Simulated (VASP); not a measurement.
A run of VASP 6.6.1 is set up as follows.

Contents of INCAR:

```
SYSTEM = WSe2
PREC     = Accurate       ! precision mode
ENCUT    = 520            ! plane-wave cutoff, eV
EDIFF    = 1E-6           ! SCF threshold, eV
ISMEAR   = 0              ! smearing method
SIGMA    = 0.05           ! smearing width, eV
LREAL    = .False.        ! projectors in reciprocal space
LASPH    = .True.         ! aspherical terms in the spheres
NELM     = 60             ! most SCF steps
ALGO     = Normal         ! electronic algorithm
ISIF     = 2              ! what is computed and relaxed
LWAVE    = .False.        ! write WAVECAR
LCHARG   = .True.         ! write CHGCAR
GGA      = PS             ! functional
IVDW     = 12             ! dispersion correction
LELF     = .True.         ! ELF
LVHAR    = .True.       
NBANDS   = 20             ! bands
```

The input KPOINTS:

```
Automatic mesh
0
Gamma
  12 12 2
  0 0 0
```

File POSCAR:

```
WSe2
1.0
    3.2141833824      0.0000000000      0.0000000000
   -1.6070916912      2.7835644616      0.0000000000
    0.0000000000      0.0000000000     17.7509538231
W Se
1 2
Direct
    0.0000000000      0.0000000000      0.0000000000
    0.3333333333      0.6666666667      0.0997865200
    0.3333333333      0.6666666667      0.9002134800
```

Potentials or basis: VASP PAW PBE potentials, release 64 (W_sv, Se).

Command:

```console
$ cat potpaw_PBE.64/W_sv/POTCAR potpaw_PBE.64/Se/POTCAR > POTCAR
$ mpirun -np 1 vasp_std > vasp.out
```

(1) What does it give for the largest force?

(2) Predict the dispersion energy per atom.

(3) Estimate the band gap on the k mesh.

Answers

(1) 1.265 eV/Å.

(2) -0.294 eV.

(3) 1.33 eV, indirect (least direct gap 2.01 eV).

Caveat: the PAW data sets were made with another functional, which shifts forces and pressure a little; spin-orbit coupling is left out, which moves the levels of the heavy elements.
